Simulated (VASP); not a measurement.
Write the native input for VASP 6.6.1 that does the following.

```yaml
Task: electric field gradients
Functional: PBE
Potentials_or_basis: VASP PAW PBE potentials, release 64 (Mg, S)
Cutoff: 520 eV
k_mesh: 8 × 8 × 8
Occupations: fermi-dirac, width 0.01 eV
Spin: no spin polarisation
Dipole_correction: no
Further_INCAR_settings: ALGO = Normal; EDIFF = 1e-08; NBANDS = 11
```

The structure of MgS lies in POSCAR:

```
MgS
1.0
    0.0000000000      2.6016500000      2.6016500000
    2.6016500000      0.0000000000      2.6016500000
    2.6016500000      2.6016500000      0.0000000000
Mg S
1 1
Direct
    0.0000000000      0.0000000000      0.0000000000
    0.5000000000      0.5000000000      0.5000000000
```

One way to write it, as run:

INCAR

```
ALGO = Normal
EDIFF = 1E-8
ENCUT = 520
GGA = PE
ISIF = 2
ISMEAR = -1
LASPH = True
LCHARG = False
LEFG = True
LREAL = False
LWAVE = False
NBANDS = 11
NELM = 60
PREC = Accurate
SIGMA = 0.01
```

KPOINTS

```
k-points
0
Gamma
  8 8 8
```

Potentials or basis: VASP PAW PBE potentials, release 64 (Mg, S).

The run is started by

```bash
$ cat potpaw_PBE.64/Mg/POTCAR potpaw_PBE.64/S/POTCAR > POTCAR
$ mpirun -np 1 vasp_std > vasp.out
```

Results of the run:

```
Pressure               : 0.9 GPa
Band gap on the k mesh : 2.78 eV, indirect (least direct gap 3.71 eV)
```

Caveat: without QUAD_EFG the Cq values of the log hold for a quadrupole moment of 1 mb, not for the nuclei.

Wall time 16 s on 1 thread of Intel(R) Xeon(R) Platinum 8259CL CPU @ 2.50GHz (Skylake/Cascade Lake) (shared host), peak memory 0.16 GiB.
